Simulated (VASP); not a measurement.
Wanted: the native input for a VASP 6.6.1 run.

```yaml
Task: single point
Functional: r2SCAN
Potentials_or_basis: VASP PAW PBE potentials, release 64 (Lu, Si)
Cutoff: 520 eV
k_mesh: 4 × 4 × 4
Occupations: methfessel-paxton, width 0.1 eV
Spin: no spin polarisation
Dipole_correction: no
Further_INCAR_settings: ALGO = Normal; EDIFF = 1e-06; NBANDS = 48
```

The system is Lu3Si.

```
Lu Si
1.0
     4.49399   -0.03031    0.05600
    -0.03031    4.58341   -0.08511
     0.05600   -0.08511    4.50126
Lu Si
3 1
Direct
  0.99870 0.49629 0.50755
  0.49823 0.01053 0.47751
  0.49870 0.50617 0.98457
  0.01427 0.99785 0.00806
```

The input as run:

POSCAR

```
Lu3Si
1.0
    4.4939900000     -0.0303100000      0.0560000000
   -0.0303100000      4.5834100000     -0.0851100000
    0.0560000000     -0.0851100000      4.5012600000
Lu Si
3 1
Direct
    0.9987000000      0.4962900000      0.5075500000
    0.4982271044      0.0105313194      0.4775105463
    0.4987000000      0.5061700000      0.9845700000
    0.0142700000      0.9978500000      0.0080600000
```

INCAR.step1

```
SYSTEM = Lu3Si
ALGO     = Normal         ! electronic algorithm
EDIFF    = 1E-4           ! SCF threshold, eV
ENCUT    = 520            ! plane-wave cutoff, eV
GGA      = PE             ! functional
ISMEAR   = 1              ! smearing method
LASPH    = .TRUE.         ! aspherical terms in the spheres
LCHARG   = .FALSE.        ! write CHGCAR
LREAL    = .FALSE.        ! projectors in reciprocal space
LWAVE    = .TRUE.         ! write WAVECAR
NBANDS   = 48             ! bands
NELM     = 100            ! most SCF steps
PREC     = Accurate       ! precision mode
SIGMA    = 0.1            ! smearing width, eV
```

INCAR.step2

```
SYSTEM = Lu3Si
ALGO     = Normal         ! electronic algorithm
EDIFF    = 1E-6           ! SCF threshold, eV
ENCUT    = 520            ! plane-wave cutoff, eV
ISIF     = 2              ! what is computed and relaxed
ISMEAR   = 1              ! smearing method
ISTART   = 1            
LASPH    = .TRUE.         ! aspherical terms in the spheres
LCHARG   = .TRUE.         ! write CHGCAR
LELF     = .TRUE.         ! ELF
LMIXTAU  = .TRUE.       
LREAL    = .FALSE.        ! projectors in reciprocal space
LVHAR    = .TRUE.       
LWAVE    = .FALSE.        ! write WAVECAR
METAGGA  = R2SCAN         ! meta-GGA
NBANDS   = 48             ! bands
NELM     = 100            ! most SCF steps
PREC     = Accurate       ! precision mode
SIGMA    = 0.1            ! smearing width, eV
```

KPOINTS

```
k-points
0
G
  4 4 4
  0 0 0
```

Potentials or basis: VASP PAW PBE potentials, release 64 (Lu, Si).

Command:

```sh
$ cat potpaw_PBE.64/Lu/POTCAR potpaw_PBE.64/Si/POTCAR > POTCAR
$ cp INCAR.step1 INCAR
$ mpirun -np 1 vasp_std > vasp.out
$ cp INCAR.step2 INCAR
$ mpirun -np 1 vasp_std > vasp.out
```

Results of the run:

| Item | Value |
| --- | --- |
| Pressure | -0.6 GPa |
| Largest force | 0.478 eV/Å |
| Band gap on the k mesh | zero (an odd number of electrons rules out a gap without spin polarisation) |

Caveat: the PAW data sets were made with another functional, which shifts forces and pressure a little; spin-orbit coupling is left out, which moves the levels of the heavy elements.

It took 4.1 min on 1 thread of Intel(R) Xeon(R) 6975P-C (Granite Rapids), with other jobs on the host, peak memory 0.29 GiB.
